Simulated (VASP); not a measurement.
# SiGe (P6_3mc) in VASP: notebook, part 2 of 2

VASP 6.6.1.

### 4 Relaxation of cell and atoms, PBEsol, target pressure 15 GPa, at which the enthalpy is minimised

This run uses another cell than the first one, of 18.43 Å³/atom.

INCAR reads:

```
PREC = Accurate
ENCUT = 600
EDIFF = 1E-6
ISMEAR = 0
SIGMA = 0.01
LREAL = False
LASPH = True
NELM = 60
ALGO = Normal
ISIF = 3
LWAVE = False
LCHARG = False
GGA = PS
IBRION = 2
NSW = 70
EDIFFG = -0.008
PSTRESS = 150.0
```

KPOINTS reads:

```
regular mesh
0
Gamma
  12 12 6
```

POSCAR reads:

```
SiGe
1.0
    3.7188071438      0.0000000000      0.0000000000
   -1.8594035719      3.2205814583      0.0000000000
    0.0000000000      0.0000000000      6.1542259011
Si Ge
2 2
Direct
    0.6666666667      0.3333333333      0.8741912264
    0.3333333333      0.6666666667      0.3741912264
    0.6666666667      0.3333333333      0.5008077736
    0.3333333333      0.6666666667      0.0008077736
```

Command:

```bash
$ cat potpaw_PBE.64/Si/POTCAR potpaw_PBE.64/Ge_d/POTCAR > POTCAR
$ mpirun -np 1 vasp_std > vasp.out
```

Wall time 16 min (1 thread of Intel Xeon 8259CL, shared host); peak memory 0.3 GiB.

It converged, with:

- Free energy: -20.8094 eV
- Relaxed volume: 18.50 Å³/atom
- Relaxed cell: a = 3.722 Å, b = 3.722 Å, c = 6.168 Å, α = 90.00°, β = 90.00°, γ = 120.00°
- Space group after relaxing (to 0.1 Å): P6_3mc (No. 186)
- Energy change on relaxing (the run minimises the enthalpy): -7.4 meV/atom
- Ionic steps: 9
- Pressure after relaxing: 15.0 GPa
- Largest force after relaxing: 0.005 eV/Å
- Band gap on the k mesh: 0.09 eV (least direct gap 0.82 eV)

Forces on the atoms (eV/Å):
```
Si   0.000  0.000 -0.005
Si   0.000  0.000 -0.005
Ge   0.000  0.000  0.005
Ge   0.000  0.000  0.005
```

Step by step:
```
step  energy change (eV)  largest force (eV/Å)  pressure (GPa)  volume (Å³)
   1              0.0000                0.0309           15.64        73.71
   2             -0.0735                0.0115           14.20        74.50
   3             -0.0313                0.0136           15.05        74.03
   4             -0.0351                0.0108           14.91        74.07
   5             -0.0333                0.0128           14.99        74.06
   6             -0.0339                0.0110           14.87        74.06
   7             -0.0208                0.0119           15.24        73.92
   8             -0.0286                0.0123           15.05        74.00
   9             -0.0296                0.0048           15.04        74.01
```

Final structure:
```
Si Ge
1.0
     3.72226    0.00000    0.00000
    -1.86113    3.22358    0.00000
     0.00000    0.00000    6.16842
Si Ge
2 2
Direct
  0.66667 0.33333 0.87395
  0.33333 0.66667 0.37395
  0.66667 0.33333 0.50105
  0.33333 0.66667 0.00105
```

Levels at points of the mesh, in eV from the valence-band top:
| k point | band 16 | band 17 | band 18 | band 19 | band 20 | band 21 |
| --- | --- | --- | --- | --- | --- | --- |
| (0.00, 0.00, 0.00) | -0.47 | 0.00 | 0.00 | 0.82 | 1.94 | 1.94 |
| (0.50, 0.00, 0.00) | -3.69 | -3.66 | -1.77 | 0.09 | 2.20 | 3.06 |
| (0.00, 0.00, 0.50) | -1.13 | -1.13 | -1.13 | 1.65 | 1.65 | 3.07 |
| (0.50, 0.00, 0.50) | -3.01 | -2.94 | -2.94 | 0.59 | 0.59 | 1.52 |

Caveat: the cell is relaxed towards a set pressure, so the run minimises the enthalpy, not the energy; semilocal functionals underestimate gaps, and a narrow one can read as zero; the PAW data sets were made with another functional, which shifts forces and pressure a little. A k mesh can miss the band edges.

### 5 Single point, PBEsol (18.68 Å³/atom)

This run uses another cell than the first one, of 18.68 Å³/atom.

INCAR reads:

```
SYSTEM = SiGe
  ALGO = Normal
  EDIFF = 1E-6
  ENCUT = 520
  GGA = PS
  ISIF = 2
  ISMEAR = 0
  LASPH = .True.
  LCHARG = .False.
  LREAL = .False.
  LWAVE = .False.
  NBANDS = 26
  NELM = 100
  PREC = Accurate
  SIGMA = 0.02
```

KPOINTS reads:

```
k-points
0
Gamma
  12 12 6
  0 0 0
```

POSCAR reads:

```
SiGe
1.0
    3.7334247992      0.0000000000      0.0000000000
   -1.8667123996      3.2332407192      0.0000000000
    0.0000000000      0.0000000000      6.1893437643
Si Ge
2 2
Direct
    0.6666666667      0.3333333333      0.8739355502
    0.3333333333      0.6666666667      0.3739355502
    0.6666666667      0.3333333333      0.5010634498
    0.3333333333      0.6666666667      0.0010634498
```

Command:

```bash
$ cat potpaw_PBE.64/Si/POTCAR potpaw_PBE.64/Ge_d/POTCAR > POTCAR
$ mpirun -np 1 vasp_std > vasp.out
```

Run time: 1.8 min. Hardware: 1 thread of Intel Xeon 8259CL, shared host; peak memory 0.27 GiB.

It converged, with:

```
Free energy            : -20.8719 eV
Pressure               : 13.7 GPa
Band gap on the k mesh : 0.11 eV (least direct gap 0.80 eV)
```

Forces in eV/Å, atoms in the order of the input:
```
Si   0.000  0.000 -0.003
Si   0.000  0.000 -0.003
Ge   0.000  0.000  0.003
Ge   0.000  0.000  0.003
```

Stress tensor (GPa, compression positive):
```
13.75  0.00  0.00
 0.00 13.75  0.00
 0.00  0.00 13.65
```

Levels at points of the mesh, in eV from the valence-band top:
```
           k point  band 15  band 16  band 17  band 18  band 19  band 20  band 21  band 22
(0.00, 0.00, 0.00)    -1.81    -0.46     0.00     0.00     0.80     1.95     1.95     2.17
(0.50, 0.00, 0.00)    -5.51    -3.65    -3.62    -1.76     0.11     2.19     3.06     3.20
(0.00, 0.00, 0.50)    -1.12    -1.12    -1.12    -1.12     1.63     1.63     3.08     3.08
(0.50, 0.00, 0.50)    -2.99    -2.99    -2.91    -2.91     0.59     0.59     1.54     1.54
```

Caveat: the cell stands under pressure; semilocal functionals underestimate gaps, and a narrow one can read as zero; the PAW data sets were made with another functional, which shifts forces and pressure a little. A k mesh can miss the band edges.

### 6 Single point, PBEsol (19.31 Å³/atom)

This run uses another cell than the first one, of 19.31 Å³/atom.

INCAR reads:

```
PREC = Accurate ; ENCUT = 520
EDIFF = 1E-7 ; ISMEAR = 0
SIGMA = 0.02 ; LREAL = False
LASPH = True ; NELM = 100
ALGO = Normal ; ISIF = 2
LWAVE = False ; LCHARG = False
GGA = PS ; NBANDS = 26
```

KPOINTS reads:

```
regular mesh
0
Gamma
  12 12 6
```

POSCAR reads:

```
SiGe
1.0
    3.7765746302      0.0000000000      0.0000000000
   -1.8882873151      3.2706095691      0.0000000000
    0.0000000000      0.0000000000      6.2549234351
Si Ge
2 2
Direct
    0.6666666667      0.3333333333      0.8741024869
    0.3333333333      0.6666666667      0.3741024869
    0.6666666667      0.3333333333      0.5008965131
    0.3333333333      0.6666666667      0.0008965131
```

Potentials or basis: VASP PAW PBE potentials, release 64 (Si, Ge_d).

Command:

```bash
$ cat potpaw_PBE.64/Si/POTCAR potpaw_PBE.64/Ge_d/POTCAR > POTCAR
$ mpirun -np 1 vasp_std > vasp.out
```

Wall time 2 min (1 thread of Intel Xeon 8259CL, shared host); peak memory 0.27 GiB.

It converged, with:

```yaml
Free_energy: -21.0551 eV
Pressure: 9.4 GPa
Band_gap_on_the_k_mesh: 0.18 eV (least direct gap 0.70 eV)
```

Stress tensor (GPa, compression positive):
```
9.43 0.00 0.00
0.00 9.43 0.00
0.00 0.00 9.33
```

Levels at points of the mesh, in eV from the valence-band top:
```
           k point  band 16  band 17  band 18  band 19  band 20  band 21
(0.00, 0.00, 0.00)    -0.42     0.00     0.00     0.70     1.97     1.97
(0.50, 0.00, 0.00)    -3.52    -3.46    -1.69     0.18     2.14     3.09
(0.00, 0.00, 0.50)    -1.08    -1.08    -1.08     1.52     1.52     3.08
(0.50, 0.00, 0.50)    -2.89    -2.80    -2.80     0.61     0.61     1.61
```

Caveat: the cell stands under pressure; semilocal functionals underestimate gaps, and a narrow one can read as zero; the PAW data sets were made with another functional, which shifts forces and pressure a little.

### 7 Overview

```tsv
task	cell	k mesh	cutoff (eV)	smearing	gap on the mesh (eV)	pressure (GPa)
relaxation of cell and atoms	relaxed to 30 GPa from a = 3.624, b = 3.624, c = 6.008 Å, angles 90.0, 90.0, 120.0°, 4 atoms, atomic positions A	12 × 12 × 6	600	gaussian 0.01 eV	none	30.0
relaxation of cell and atoms	relaxed to 60 GPa from a = 3.513, b = 3.513, c = 5.847 Å, angles 90.0, 90.0, 120.0°, 4 atoms, atomic positions B	12 × 12 × 8	600	gaussian 0.1 eV	none	60.0
relaxation of cell and atoms	relaxed to 15 GPa from a = 3.719, b = 3.719, c = 6.154 Å, angles 90.0, 90.0, 120.0°, 4 atoms, atomic positions C	12 × 12 × 6	600	gaussian 0.01 eV	0.09	15.0
single point	a = 3.733, b = 3.733, c = 6.189 Å, angles 90.0, 90.0, 120.0°, 4 atoms, atomic positions A	12 × 12 × 6	520	gaussian 0.02 eV	0.11	13.7
single point	a = 3.777, b = 3.777, c = 6.255 Å, angles 90.0, 90.0, 120.0°, 4 atoms, atomic positions D	12 × 12 × 6	520	gaussian 0.02 eV	0.18	9.4
```

Alike in all rows: level PBEsol; potentials or basis VASP PAW PBE potentials, release 64 (Si, Ge_d); no spin polarisation.

Caveats: the PAW data sets were made with another functional, which shifts forces and pressure a little; semilocal functionals underestimate gaps, and a narrow one can read as zero (at least some runs); the cell is relaxed towards a set pressure, so the run minimises the enthalpy, not the energy (at least some runs); the cell stands under pressure (at least some runs).

Total energies depend on the potentials used, so only differences within one code and one set of settings carry meaning.
